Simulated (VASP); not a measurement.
Crystal: ZnO (zincite).

```
Zn O
1.0
     3.24931    0.00000    0.00000
    -1.62465    2.81398    0.00000
     0.00000    0.00000    5.20571
Zn O
2 2
Direct
  0.33333 0.66667 0.50000
  0.66667 0.33333 0.00000
  0.66667 0.33333 0.37901
  0.33333 0.66667 0.87901
```

Base run:

- Program: VASP 6.6.1
- Functional: BLYP
- Potentials or basis: VASP PAW PBE potentials, release 64 (Zn, O)
- Cutoff: 520 eV
- k mesh: 6 × 6 × 4
- Occupations: gaussian, width 0.01 eV
- Spin: no spin polarisation

Its results: band gap on the k mesh 0.96 eV, direct; pressure 10.4 GPa; largest force 0.073 eV/Å.

Problem. The run is repeated on the same cell with these changes: functional from BLYP to RPBE; further incar settings from ALGO = Normal; EDIFF = 1e-06; NBANDS = 26 to ALGO = Normal; EDIFF = 1e-07; NBANDS = 26. What comes out?

Solution. Band gap on the k mesh 0.88 eV, direct; pressure 10.6 GPa; largest force 0.081 eV/Å.

Caveats: the PAW data sets were made with another functional, which shifts forces and pressure a little.

